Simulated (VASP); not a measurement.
# N (P4_2/mnm) in VASP: notebook, part 2 of 2

VASP 6.6.1. The steps go on from the part before.

### 4 Relaxation of cell and atoms, PBE+D3(BJ)

This run uses another cell than the first one, of 22.29 Å³/atom.

INCAR

```
SYSTEM = N
ALGO = Normal
EDIFF = 1E-6
EDIFFG = -0.005
ENCUT = 600
GGA = PE
IBRION = 2
ISIF = 3
ISMEAR = -1
IVDW = 12
LASPH = .True.
LCHARG = .False.
LREAL = .False.
LWAVE = .False.
NELM = 80
NSW = 80
PREC = Accurate
SIGMA = 0.02
```

KPOINTS

```
k-points
0
Gamma
  6 6 4
  0 0 0
```

POSCAR

```
N
1.0
    4.0840619700      0.0000000000      0.0000000000
    0.0000000000      4.0840619700      0.0000000000
    0.0000000000      0.0000000000      5.3459132500
N
4
Direct
    0.9042752000      0.9042752000      0.0000000000
    0.5957248000      0.4042752000      0.5000000000
    0.0957248000      0.0957248000      0.0000000000
    0.4042752000      0.5957248000      0.5000000000
```

Potentials or basis: VASP PAW PBE potentials, release 64 (N).

Command:

```bash
$ cat potpaw_PBE.64/N/POTCAR > POTCAR
$ mpirun -np 1 vasp_std > vasp.out
```

OUTCAR:

```text
SYSTEM = N
   EDIFF = 1E-6
   EDIFFG = -0.005
   ENCUT = 600
   GGA = PE
   IBRION = 2
   ISIF = 3
   ISMEAR = -1
   IVDW = 12
   LASPH = .True.
   LREAL = .False.
   NELM = 80
   NSW = 80
   PREC = Accurate
 IVDW          = 12

 ion  position               nearest neighbor table
   1  0.904  0.904  0.000-   3 1.11
   2  0.596  0.404  0.500-   4 1.11
   3  0.096  0.096  0.000-   1 1.11
   4  0.404  0.596  0.500-   2 1.11

  LATTYP: Found a simple tetragonal cell.
 ALAT       =     4.0840619700
 C/A-ratio  =     1.3089696702

  Lattice vectors:

 A1 = (   4.0840619700,   0.0000000000,   0.0000000000)
 A2 = (   0.0000000000,   4.0840619700,   0.0000000000)
 A3 = (   0.0000000000,   0.0000000000,   5.3459132500)

Analysis of symmetry for initial positions (statically):
=====================================================================
 Subroutine PRICEL returns:
 Original cell was already a primitive cell.

 Routine SETGRP: Setting up the symmetry group for a
 simple tetragonal supercell.

 Subroutine GETGRP returns: Found 16 space group operations
 (whereof  8 operations were pure point group operations)
 out of a pool of 16 trial point group operations.

The static configuration has the point symmetry D_2h.
 The point group associated with its full space group is D_4h.

Analysis of symmetry for dynamics (positions and initial velocities):
[... 286 lines left out ...]

  energy  without entropy=      -33.5569026520  energy(sigma->0) =      -33.55690265

[... ionic steps 4 to 9 ...]

--------------------------------------- Ionic step       10  -------------------------------------------

 number of electron      19.9999997 magnetization

------------------------ aborting loop because EDIFF is reached ----------------------------------------
[... 79 lines left out ...]
--------------------------------------- Ionic step       12  -------------------------------------------

 number of electron      19.9999997 magnetization

 Free energy of the ion-electron system (eV)
  ---------------------------------------------------
  ext. energy  EPLUGINS =         0.00000000
  ---------------------------------------------------
  free energy    TOTEN  =       -33.31994245 eV

  energy without entropy =      -33.31994245  energy(sigma->0) =      -33.31994245

 E-fermi :  -5.6378     XC(G=0):  -6.7248

 val. band max:       -6.1293995459   @ k =   0.5000   0.5000   0.5000
 cond. band min:       0.5480852767   @ k =   0.0000   0.0000   0.0000
 fundamental gap:      6.6774848226
 Fermi energy:        -5.6377821180

 k-point     1 :       0.0000    0.0000    0.0000
  band No.  band energies     occupation
      1     -24.4741      2.00000
      2     -24.3933      2.00000
      3      -9.5841      2.00000
      4      -9.5841      2.00000
      5      -8.2028      2.00000
      6      -7.5244      2.00000
      7      -7.5244      2.00000
      8      -7.4204      2.00000
      9      -7.2613      2.00000
     10      -6.3756      2.00000
     11       0.5481      0.00000
     12       1.4877      0.00000
     13       1.9014      0.00000
     14       1.9014      0.00000
[... 377 lines left out ...]
      1     -24.4172      2.00000
      2     -24.4172      2.00000
      3      -9.9040      2.00000
      4      -9.9040      2.00000
      5      -7.9214      2.00000
      6      -7.9214      2.00000
      7      -7.5338      2.00000
      8      -7.5338      2.00000
      9      -6.4591      2.00000
     10      -6.4591      2.00000
     11       1.2869      0.00000
     12       1.2869      0.00000
     13       2.0035      0.00000
     14       2.0035      0.00000

 [... further k-points ...]

------------------------ aborting loop because EDIFF is reached ----------------------------------------

 Edisp (eV)   -0.24119

 E8    (eV) :    -0.0583
[... 27 lines left out ...]
  FREE ENERGIE OF THE ION-ELECTRON SYSTEM (eV)
  ---------------------------------------------------
  free  energy   TOTEN  =       -33.5611344511 eV

  energy  without entropy=      -33.5611344511  energy(sigma->0) =      -33.56113445

 reached required accuracy - stopping structural energy minimisation
```

CONTCAR:

```text
N
   1.00000000000000
     3.9957604181288309    0.0000000000000000    0.0000000000000000
    -0.0000000000000000    3.9957604181288309    0.0000000000000000
     0.0000000000000000    0.0000000000000000    5.2473765710018050
  N
     4
Direct
     0.9016057786072300    0.9016057786072300    0.0000000000000000
     0.5983942213927700    0.4016057786072301    0.5000000000000000
     0.0983942213927698    0.0983942213927698    0.0000000000000000
     0.4016057786072301    0.5983942213927700    0.5000000000000000

  0.00000000E+00  0.00000000E+00  0.00000000E+00
  0.00000000E+00  0.00000000E+00  0.00000000E+00
  0.00000000E+00  0.00000000E+00  0.00000000E+00
  0.00000000E+00  0.00000000E+00  0.00000000E+00
```

It took 76 s on 1 thread of Intel Xeon 6975P-C (Granite Rapids), shared host; peak memory 0.25 GiB.

What came out:

| Item | Value |
| --- | --- |
| Free energy | -33.5611 eV |
| Relaxed volume | 20.95 Å³/atom |
| Relaxed cell | a = 3.996 Å, b = 3.996 Å, c = 5.247 Å, α = 90.00°, β = 90.00°, γ = 90.00° |
| Space group after relaxing (to 0.1 Å) | P4_2/mnm (No. 136) |
| Energy gained by relaxing | 2.6 meV/atom |
| Ionic steps | 12 |
| Pressure after relaxing | 0.0 GPa |
| Band gap on the k mesh | 6.68 eV (least direct gap 6.92 eV) |
| Dispersion energy per atom | -0.060 eV |

Step by step:
| step | energy change (eV) | largest force (eV/Å) | pressure (GPa) | volume (Å³) |
| --- | --- | --- | --- | --- |
| 1 | 0.0000 | 1.0035 | 1.12 | 89.17 |
| 2 | 1.2635 | 10.5732 | -15.20 | 91.18 |
| 3 | -0.0061 | 0.1650 | -0.42 | 89.29 |
| 4 | -0.0063 | 0.0159 | -0.22 | 89.27 |
| 5 | -0.0063 | 0.0117 | -0.18 | 89.26 |
| 6 | -0.0063 | 0.0279 | -0.16 | 89.26 |
| 7 | -0.0066 | 0.0274 | -0.16 | 89.01 |
| 8 | -0.0075 | 0.0249 | -0.14 | 88.25 |
| 9 | -0.0090 | 0.0260 | -0.09 | 86.75 |
| 10 | -0.0103 | 0.0526 | 0.06 | 83.79 |
| 11 | 0.0022 | 1.3417 | -1.90 | 83.50 |
| 12 | -0.0103 | 0.0016 | -0.01 | 83.78 |

Final structure:
```yaml
crystal:
  lattice:
    - [3.99576, 0.00000, 0.00000]
    - [0.00000, 3.99576, 0.00000]
    - [0.00000, 0.00000, 5.24738]
  atoms:
    - { symbol: N, position: [0.90161, 0.90161, 0.00000] }
    - { symbol: N, position: [0.59839, 0.40161, 0.50000] }
    - { symbol: N, position: [0.09839, 0.09839, 0.00000] }
    - { symbol: N, position: [0.40161, 0.59839, 0.50000] }
```

Caveat: the standard files for N, O and F lose accuracy on very short bonds.

### 5 Relaxation of cell and atoms, PBE+D4

This run uses another cell than the first one, of 22.32 Å³/atom.

INCAR

```
PREC     = Accurate       # precision mode
ENCUT    = 600            # plane-wave cutoff, eV
EDIFF    = 1E-7           # SCF threshold, eV
ISMEAR   = -1             # smearing method
SIGMA    = 0.02           # smearing width, eV
LREAL    = False          # projectors in reciprocal space
LASPH    = True           # aspherical terms in the spheres
NELM     = 60             # most SCF steps
ALGO     = Normal         # electronic algorithm
ISIF     = 3              # what is computed and relaxed
LWAVE    = False          # write WAVECAR
LCHARG   = False          # write CHGCAR
GGA      = PE             # functional
IVDW     = 13             # dispersion correction
IBRION   = 2              # ionic algorithm
NSW      = 80             # ionic steps
EDIFFG   = -0.005         # ionic threshold
```

KPOINTS

```
regular mesh
0
Gamma
  6 6 4
```

POSCAR

```
N
1.0
    4.0943187972      0.0000000000      0.0000000000
    0.0000000000      4.0943187972      0.0000000000
    0.0000000000      0.0000000000      5.3249595877
N
4
Direct
    0.9048714588      0.9048714588      0.0000000000
    0.5951285412      0.4048714588      0.5000000000
    0.0951285412      0.0951285412      0.0000000000
    0.4048714588      0.5951285412      0.5000000000
```

Command:

```bash
$ cat potpaw_PBE.64/N/POTCAR > POTCAR
$ mpirun -np 1 vasp_std > vasp.out
```

It took 93 s on 1 thread of Intel Xeon 6975P-C (Granite Rapids), shared host; peak memory 0.24 GiB.

It converged, with:

- Free energy: -33.5346 eV
- Relaxed volume: 21.44 Å³/atom
- Relaxed cell: a = 4.033 Å, b = 4.033 Å, c = 5.273 Å, α = 90.00°, β = 90.00°, γ = 90.00°
- Space group after relaxing (to 0.1 Å): P4_2/mnm (No. 136)
- Pressure after relaxing: 0.0 GPa
- Band gap on the k mesh: 6.73 eV (least direct gap 6.95 eV)
- Dispersion energy per atom: -0.052 eV

Final structure:
```
N
1.0
     4.03288    0.00000    0.00000
     0.00000    4.03288    0.00000
     0.00000    0.00000    5.27301
N
4
Direct
  0.90250 0.90250 0.00000
  0.59750 0.40250 0.50000
  0.09750 0.09750 0.00000
  0.40250 0.59750 0.50000
```

Levels at points of the mesh, in eV from the valence-band top:
```csv
k point,band 6,band 7,band 8,band 9,band 10,band 11,band 12,band 13,band 14
"(0.00, 0.00, 0.00)",-1.39,-1.39,-1.29,-1.08,-0.22,6.73,7.65,8.04,8.04
"(0.50, 0.00, 0.00)",-1.63,-1.62,-1.62,-0.25,-0.25,7.82,7.82,7.83,7.83
"(0.50, 0.50, 0.00)",-1.79,-1.57,-1.57,-0.04,-0.04,7.57,7.57,8.62,8.62
"(0.00, 0.00, 0.50)",-1.86,-1.41,-1.41,-0.45,-0.45,7.16,7.16,8.03,8.03
"(0.50, 0.00, 0.50)",-1.77,-1.40,-1.40,-0.31,-0.31,7.44,7.44,8.14,8.14
"(0.50, 0.50, 0.50)",-1.84,-1.61,-1.61,0.00,0.00,7.62,7.62,8.62,8.62
```

Caveat: the standard files for N, O and F lose accuracy on very short bonds.

### 6 Single point, PBE0

POSCAR

```
N
1.0
    3.9609740433      0.0000000000      0.0000000000
    0.0000000000      3.9609740433      0.0000000000
    0.0000000000      0.0000000000      5.1331803146
N
4
Direct
    0.9024068167      0.9024068167      0.0000000000
    0.5975931833      0.4024068167      0.5000000000
    0.0975931833      0.0975931833      0.0000000000
    0.4024068167      0.5975931833      0.5000000000
```

INCAR.step1

```
SYSTEM = N
  ALGO = Normal
  EDIFF = 1E-5
  ENCUT = 520
  GGA = PE
  ISIF = 2
  ISMEAR = 0
  LASPH = .True.
  LREAL = .False.
  LWAVE = .True.
  NBANDS = 18
  NELM = 80
  PREC = Accurate
  SIGMA = 0.01
```

INCAR.step2

```
SYSTEM = N
  AEXX = 0.25
  ALGO = Normal
  EDIFF = 1E-6
  ENCUT = 520
  GGA = PE
  ISIF = 2
  ISMEAR = 0
  ISTART = 1
  LASPH = .True.
  LCHARG = .True.
  LELF = .True.
  LHFCALC = .True.
  LREAL = .False.
  LVHAR = .True.
  LWAVE = .False.
  NBANDS = 18
  NELM = 80
  PREC = Accurate
  PRECFOCK = Normal
  SIGMA = 0.01
```

KPOINTS

```
k-points
0
Gamma
  4 4 4
  0 0 0
```

Potentials or basis: VASP PAW PBE potentials, release 64 (N).

Command:

```bash
$ cat potpaw_PBE.64/N/POTCAR > POTCAR
$ cp INCAR.step1 INCAR
$ mpirun -np 1 vasp_std > vasp.out
$ cp INCAR.step2 INCAR
$ mpirun -np 1 vasp_std > vasp.out
```

Run time: 40 min. Hardware: 1 thread of AMD EPYC 7R43 (Zen 3), shared host; peak memory 0.17 GiB.

It converged, with:

| Property | Result |
| --- | --- |
| Free energy | -43.3143 eV |
| Pressure | 2.7 GPa |
| Largest force | 1.443 eV/Å |
| Band gap on the k mesh | 9.87 eV (least direct gap 10.12 eV) |

Forces on the atoms (eV/Å):
```
N   -1.020 -1.020  0.000
N    1.020 -1.020  0.000
N    1.020  1.020  0.000
N   -1.020  1.020  0.000
```

Stress tensor (GPa, compression positive):
```
3.70 0.00 0.00
0.00 3.70 0.00
0.00 0.00 0.66
```

Levels at points of the mesh, in eV from the valence-band top:
| k point | band 6 | band 7 | band 8 | band 9 | band 10 | band 11 | band 12 | band 13 | band 14 | band 15 |
| --- | --- | --- | --- | --- | --- | --- | --- | --- | --- | --- |
| (0.00, 0.00, 0.00) | -1.27 | -1.19 | -1.19 | -1.05 | -0.26 | 9.87 | 11.12 | 11.60 | 11.60 | 14.28 |
| (0.50, 0.00, 0.00) | -1.49 | -1.46 | -1.46 | -0.27 | -0.27 | 11.28 | 11.28 | 11.31 | 11.31 | 15.17 |
| (0.50, 0.50, 0.00) | -1.65 | -1.39 | -1.39 | -0.06 | -0.06 | 10.94 | 10.94 | 12.37 | 12.37 | 15.22 |
| (0.00, 0.00, 0.50) | -1.82 | -1.21 | -1.21 | -0.44 | -0.44 | 10.44 | 10.44 | 11.58 | 11.58 | 15.20 |
| (0.50, 0.00, 0.50) | -1.64 | -1.18 | -1.18 | -0.37 | -0.37 | 10.74 | 10.74 | 11.74 | 11.74 | 15.83 |
| (0.50, 0.50, 0.50) | -1.72 | -1.46 | -1.46 | 0.00 | 0.00 | 11.01 | 11.01 | 12.37 | 12.37 | 15.85 |

Caveat: the standard files for N, O and F lose accuracy on very short bonds; this functional lacks dispersion, which holds the molecules together, so the pressure and a relaxed volume are unreliable; the PAW data sets were made with another functional, which shifts forces and pressure a little.

### 7 Summary

| task | level | cell | k mesh | cutoff (eV) | smearing | grid for exact exchange (PRECFOCK) | share of exact exchange | gap on the mesh (eV) | pressure (GPa) | relaxed volume (Å³/atom) | largest force (eV/Å) |
| --- | --- | --- | --- | --- | --- | --- | --- | --- | --- | --- | --- |
| single point | r2SCAN+rVV10 | a = 3.961, b = 3.961, c = 5.133 Å, 4 atoms, atomic positions A | 6 × 6 × 4 | 520 | fermi-dirac 0.02 eV | - | - | 7.44 | 2.9 | - | 2.31 |
| single point | r2SCAN | a = 3.961, b = 3.961, c = 5.133 Å, 4 atoms, atomic positions A | 6 × 6 × 6 | 520 | gaussian 0.01 eV | - | - | 7.46 | 3.3 | - | 2.24 |
| relaxation of cell and atoms | PBE+D3(BJ) | relaxed from a = 4.084, b = 4.084, c = 5.346 Å, 4 atoms, atomic positions B | 6 × 6 × 4 | 600 | fermi-dirac 0.02 eV | - | - | 6.68 | 0.0 | 20.95 | - |
| relaxation of cell and atoms | PBE+D4 | relaxed from a = 4.094, b = 4.094, c = 5.325 Å, 4 atoms, atomic positions B | 6 × 6 × 4 | 600 | fermi-dirac 0.02 eV | - | - | 6.73 | 0.0 | 21.44 | - |
| single point | PBE0 | a = 3.961, b = 3.961, c = 5.133 Å, 4 atoms, atomic positions A | 4 × 4 × 4 | 520 | gaussian 0.01 eV | Normal | 0.25 | 9.87 | 2.7 | - | 1.44 |

Alike in all rows: potentials or basis VASP PAW PBE potentials, release 64 (N); no spin polarisation.

On the cell as given the gap runs from 7.44 eV (r2SCAN+rVV10) to 9.87 eV (PBE0); the meshes differ, which moves gaps too. The pressure there spans 2.7 GPa (PBE0) to 3.3 GPa (r2SCAN); a positive pressure means that this level wants a larger cell, a negative one a smaller.

Caveats: the standard files for N, O and F lose accuracy on very short bonds; the PAW data sets were made with another functional, which shifts forces and pressure a little (at least some runs); the cell stands under pressure (at least some runs); this functional lacks dispersion, which holds the molecules together, so the pressure and a relaxed volume are unreliable (at least some runs).

Absolute energies hang on the potentials; compare differences alone.
